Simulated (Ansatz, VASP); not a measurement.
# ZnCu: VASP beside Ansatz

```
Zn Cu
1.0
     2.94500    0.00000    0.00000
     0.00000    2.94500    0.00000
     0.00000    0.00000    2.94500
Zn Cu
1 1
Direct
  0.50000 0.50000 0.50000
  0.00000 0.00000 0.00000
```

Alike in both runs: task relaxation of cell and atoms; functional PBE; k mesh 9 × 9 × 9; occupations fermi-dirac, width 0.05 eV; no spin polarisation.

|  | VASP | Ansatz |
| --- | --- | --- |
| version | VASP 6.6.1 | Ansatz 0.2.0 |
| potentials or method | VASP PAW PBE potentials, release 64 (Zn, Cu) | Ansatz PAW |
| plane-wave cutoff (eV) | 600 | 420 |
| valence electrons in the cell | 23 | 31 |

VASP gave:

- gap on the k mesh at the Fermi level, each at its own relaxed structure (eV): none
- relaxed volume (Å³/atom): 13.10
- relaxed cell length with the largest relative difference (Å): 2.970

Question: Estimate Ansatz's values.

Answer: gap on the k mesh at the Fermi level, each at its own relaxed structure (eV): none; relaxed volume (Å³/atom): 13.04; relaxed cell length with the largest relative difference (Å): 2.966.

A gap of «none» marks a metal or a gap that the smearing closes. VASP's potentials hold 23 valence electrons a cell and Ansatz's 31, so a difference there can come from the potentials and not from the codes.

Noted on Ansatz's run: the plane-wave basis is chosen anew once the cell has moved, so the energies of steps on either side of that aren't comparable.
